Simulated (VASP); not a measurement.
# PbO (P6_3mc) in VASP: single point with PBE

Aim: the single point of PbO with PBE.

Program: VASP 6.6.1. These are calculated values, not measurements. Logs are shortened: lines on timing, memory, paths and dates and some standing lists are left out, and cuts for length are marked.

**1. The cell of the first run**

The structure is hexagonal, space group P6_3mc (No. 186). Conventional cell: a = 4.197 Å, b = 4.197 Å, c = 5.622 Å, α = 90.00°, β = 90.00°, γ = 120.00°. Pb (site symmetry 3m) has 4 O at 2.33 to 2.47 Å within 3.1 Å. O (site symmetry 3m) has 4 Pb at 2.33 to 2.47 Å within 3.1 Å.

**2. Single point, PBE, non-collinear spin, zero start, spin-orbit coupling**

Input file INCAR:

```
ALGO     = Normal         # electronic algorithm
EDIFF    = 1E-6           # SCF threshold, eV
ENCUT    = 520            # plane-wave cutoff, eV
GGA      = PE             # functional
GGA_COMPAT= False        
ISIF     = 2              # what is computed and relaxed
ISMEAR   = 0              # smearing method
LASPH    = True           # aspherical terms in the spheres
LCHARG   = True           # write CHGCAR
LORBIT   = 11             # projections on sites
LORBMOM  = True         
LREAL    = False          # projectors in reciprocal space
LSORBIT  = True           # spin-orbit coupling
LVHAR    = True         
LWAVE    = False          # write WAVECAR
MAGMOM   = 0 0 0 0 0 0 0 0 0 0 0 0 # initial moments
NBANDS   = 54             # bands
NELM     = 150            # most SCF steps
PREC     = Accurate       # precision mode
SIGMA    = 0.01           # smearing width, eV
```

Input file KPOINTS:

```
k-points
0
Gamma
  12 12 4
```

Input file POSCAR:

```
PbO
1.0
    4.1968627715      0.0000000000      0.0000000000
   -2.0984313858      3.6345897763      0.0000000000
    0.0000000000      0.0000000000      5.6222891698
Pb O
2 2
Direct
    0.3333333333      0.6666666667     -0.0195315528
    0.6666666667      0.3333333333      0.4804684472
    0.3333333333      0.6666666667      0.3945315528
    0.6666666667      0.3333333333      0.8945315528
```

Potentials or basis: VASP PAW PBE potentials, release 64 (Pb_d, O).

Launch:

```console
cat potpaw_PBE.64/Pb_d/POTCAR potpaw_PBE.64/O/POTCAR > POTCAR
mpirun -np 1 vasp_ncl > vasp.out
```

OUTCAR:

```text
EDIFF = 1E-6
   ENCUT = 520
   GGA = PE
   ISIF = 2
   ISMEAR = 0
   LASPH = True
   LORBIT = 11
   LREAL = False
   LSORBIT = True
   NELM = 150
   PREC = Accurate

 ion  position               nearest neighbor table
   1  0.333  0.667  0.980-   3 2.33   4 2.47   4 2.47   4 2.47   2 3.71   2 3.71   2 3.71   2 3.71
                             2 3.71   2 3.71
   2  0.667  0.333  0.480-   4 2.33   3 2.47   3 2.47   3 2.47   1 3.71   1 3.71   1 3.71   1 3.71
                             1 3.71   1 3.71
   3  0.333  0.667  0.395-   1 2.33   2 2.47   2 2.47   2 2.47
   4  0.667  0.333  0.895-   2 2.33   1 2.47   1 2.47   1 2.47

  LATTYP: Found a hexagonal cell.
 ALAT       =     4.1968627715
 C/A-ratio  =     1.3396409356

  Lattice vectors:

 A1 = (   4.1968627715,   0.0000000000,   0.0000000000)
 A2 = (  -2.0984313858,   3.6345897763,   0.0000000000)
 A3 = (   0.0000000000,   0.0000000000,   5.6222891698)

Analysis of symmetry for initial positions (statically):
=====================================================================
 Subroutine PRICEL returns:
 Original cell was already a primitive cell.

 Routine SETGRP: Setting up the symmetry group for a
 hexagonal supercell.

 Subroutine GETGRP returns: Found 12 space group operations
 (whereof  6 operations were pure point group operations)
 out of a pool of 24 trial point group operations.

The static configuration has the point symmetry C_3v.
 The point group associated with its full space group is C_6v.

Analysis of symmetry for dynamics (positions and initial velocities):
=====================================================================
 Subroutine PRICEL returns:
 Original cell was already a primitive cell.

 Routine SETGRP: Setting up the symmetry group for a
 hexagonal supercell.

 Subroutine GETGRP returns: Found 12 space group operations
 (whereof  6 operations were pure point group operations)
 out of a pool of 24 trial point group operations.

The dynamic configuration has the point symmetry C_3v.
 The point group associated with its full space group is C_6v.

Analysis of structural, dynamic, and magnetic symmetry:
=====================================================================
 Subroutine PRICEL returns:
 Original cell was already a primitive cell.

 Routine SETGRP: Setting up the symmetry group for a
[... 1518 lines left out ...]
     -0.00000      2.42306      2.21817         0.000000     -0.000000      0.075171
      2.09843      1.21153      5.02932        -0.000000      0.000000      0.075171
 -----------------------------------------------------------------------------------
    total drift:                               -0.000000      0.000000     -0.001437

  FREE ENERGIE OF THE ION-ELECTRON SYSTEM (eV)
  ---------------------------------------------------
  free  energy   TOTEN  =       -21.5860428399 eV

  energy  without entropy=      -21.5860428399  energy(sigma->0) =      -21.58604284

 orbital moment (x)

 # of ion     p       d       tot
 ----------------------------------------
  1        -0.000  -0.000  -0.000
  2         0.000   0.000   0.000
  3        -0.000   0.000  -0.000
  4         0.000   0.000   0.000
 ----------------------------------------
            0.000  -0.000   0.000

 orbital moment (y)

 # of ion     p       d       tot
 ----------------------------------------
  1        -0.000   0.000  -0.000
  2         0.000  -0.000   0.000
  3        -0.000   0.000  -0.000
  4         0.000   0.000   0.000
 ----------------------------------------
            0.000   0.000   0.000

 orbital moment (z)

 # of ion     p       d       tot
 ----------------------------------------
  1         0.000   0.000   0.000
  2         0.000   0.000   0.000
  3         0.000   0.000   0.000
  4         0.000   0.000   0.000
 ----------------------------------------
            0.000   0.000   0.000

 Spin-Orbit-Coupling matrix elements

 Ion:    1  E_soc:     -0.7497518
 l=   1
     0.0000000    -0.0586539    -0.0572392
    -0.0586539     0.0000000    -0.0586539
    -0.0572392    -0.0586539     0.0000000
 l=   2
     0.0000000    -0.0133377     0.0000000    -0.0133377    -0.0535757
    -0.0133377     0.0000000    -0.0400262    -0.0133501    -0.0133377
     0.0000000    -0.0400262     0.0000000    -0.0400262     0.0000000
    -0.0133377    -0.0133501    -0.0400262     0.0000000    -0.0133377
    -0.0535757    -0.0133377     0.0000000    -0.0133377     0.0000000
 l=   3
     0.0000000     0.0000000     0.0000000     0.0000000     0.0000000     0.0000000     0.0000000
     0.0000000     0.0000000     0.0000000     0.0000000     0.0000000     0.0000000     0.0000000
     0.0000000     0.0000000     0.0000000     0.0000000     0.0000000     0.0000000     0.0000000
     0.0000000     0.0000000     0.0000000     0.0000000     0.0000000     0.0000000     0.0000000
[... 49 lines left out ...]
 l=   2
     0.0000000     0.0000000     0.0000000     0.0000000     0.0000000
     0.0000000     0.0000000     0.0000000     0.0000000     0.0000000
     0.0000000     0.0000000     0.0000000     0.0000000     0.0000000
     0.0000000     0.0000000     0.0000000     0.0000000     0.0000000
     0.0000000     0.0000000     0.0000000     0.0000000     0.0000000
 l=   3
     0.0000000     0.0000000     0.0000000     0.0000000     0.0000000     0.0000000     0.0000000
     0.0000000     0.0000000     0.0000000     0.0000000     0.0000000     0.0000000     0.0000000
     0.0000000     0.0000000     0.0000000     0.0000000     0.0000000     0.0000000     0.0000000
     0.0000000     0.0000000     0.0000000     0.0000000     0.0000000     0.0000000     0.0000000
     0.0000000     0.0000000     0.0000000     0.0000000     0.0000000     0.0000000     0.0000000
     0.0000000     0.0000000     0.0000000     0.0000000     0.0000000     0.0000000     0.0000000
     0.0000000     0.0000000     0.0000000     0.0000000     0.0000000     0.0000000     0.0000000

 total charge

# of ion       s       p       d       tot
------------------------------------------
    1        1.470   0.535   9.858  11.863
    2        1.470   0.535   9.858  11.863
    3        1.595   3.303   0.000   4.898
    4        1.595   3.303   0.000   4.898
--------------------------------------------------
tot          6.131   7.676  19.716  33.524

 magnetization (x)

# of ion       s       p       d       tot
------------------------------------------
    1        0.000   0.000   0.000   0.000
    2        0.000  -0.000  -0.000   0.000
    3        0.000  -0.000   0.000  -0.000
    4        0.000   0.000   0.000   0.000
--------------------------------------------------
tot          0.000   0.000   0.000   0.000

 magnetization (y)

# of ion       s       p       d       tot
------------------------------------------
    1        0.000   0.000   0.000   0.000
    2        0.000   0.000   0.000   0.000
    3        0.000   0.000   0.000   0.000
    4        0.000   0.000   0.000   0.000
--------------------------------------------------
tot          0.000   0.000   0.000   0.000

 magnetization (z)

# of ion       s       p       d       tot
------------------------------------------
    1        0.000  -0.000  -0.000  -0.000
    2        0.000  -0.000   0.000   0.000
    3        0.000  -0.000   0.000  -0.000
    4        0.000  -0.000   0.000  -0.000
--------------------------------------------------
tot          0.000  -0.000   0.000  -0.000
```

OSZICAR:

```text
N       E                     dE             d eps       ncg     rms          rms(c)
DAV:   1     0.549260279741E+03    0.54926E+03   -0.18724E+04  8214   0.174E+03
DAV:   2     0.728842028561E+02   -0.47638E+03   -0.45025E+03  8468   0.501E+02
DAV:   3    -0.191614310947E+02   -0.92046E+02   -0.86196E+02 10252   0.236E+02
DAV:   4    -0.260686411131E+02   -0.69072E+01   -0.67923E+01 10532   0.671E+01
DAV:   5    -0.262452406351E+02   -0.17660E+00   -0.17648E+00 10238   0.123E+01    0.125E+01
DAV:   6    -0.220826050403E+02    0.41626E+01   -0.17623E+01 12424   0.383E+01    0.709E+00
DAV:   7    -0.216104675201E+02    0.47214E+00   -0.28994E+00 10980   0.167E+01    0.239E+00
DAV:   8    -0.215841925898E+02    0.26275E-01   -0.65757E-01  8594   0.564E+00    0.649E-01
DAV:   9    -0.215827016355E+02    0.14910E-02   -0.29635E-02 12652   0.155E+00    0.260E-01
DAV:  10    -0.215845969855E+02   -0.18954E-02   -0.66093E-03  9844   0.792E-01    0.135E-01
DAV:  11    -0.215860136702E+02   -0.14167E-02   -0.14750E-03 10210   0.359E-01    0.456E-02
DAV:  12    -0.215860036599E+02    0.10010E-04   -0.14719E-04 12496   0.182E-01    0.208E-02
DAV:  13    -0.215860428887E+02   -0.39229E-04   -0.51787E-05  8530   0.561E-02    0.167E-02
DAV:  14    -0.215860428399E+02    0.48808E-07   -0.54416E-06  8778   0.283E-02
   1 F= -.21586043E+02 E0= -.21586043E+02  d E =-.194942E-63  mag=     0.0000    -0.0000    -0.0000
```

stdout:

```text
POSCAR found type information on POSCAR PbO
 POSCAR found :  2 types and       4 ions
 scaLAPACK will be used
 LDA part: xc-table for (Slater+PW92), standard interpolation
 POSCAR, INCAR and KPOINTS ok, starting setup
 FFT: planning ... GRIDC
 FFT: planning ... GRID_SOFT
 FFT: planning ... GRID
 WAVECAR not read
 entering main loop
```

Run time: 8.9 min. Hardware: 1 thread of Oxide Virtual Turin-like, shared host; peak memory 0.65 GiB.

What came out:

```yaml
Free_energy: -21.5860 eV
Pressure: 2.3 GPa
Largest_force: 0.075 eV/Å
Net_moment: 0.00 μB per cell
Valence_electrons_inside_the_program's_atomic_spheres: Pb 11.86; O 4.90
```

Forces on the atoms (eV/Å):
```
Pb   0.000  0.000 -0.075
Pb   0.000  0.000 -0.075
O    0.000  0.000  0.075
O    0.000  0.000  0.075
```

Stress tensor (GPa, compression positive):
```
2.01 0.00 0.00
0.00 2.01 0.00
0.00 0.00 2.74
```

Moments on the atoms (μB; x, y, z):
```
Pb  0.00 0.00 0.00
Pb  0.00 0.00 0.00
O   0.00 0.00 0.00
O   0.00 0.00 0.00
```

Caveat: the structure was generated, so it needn't be the stable form of PbO.
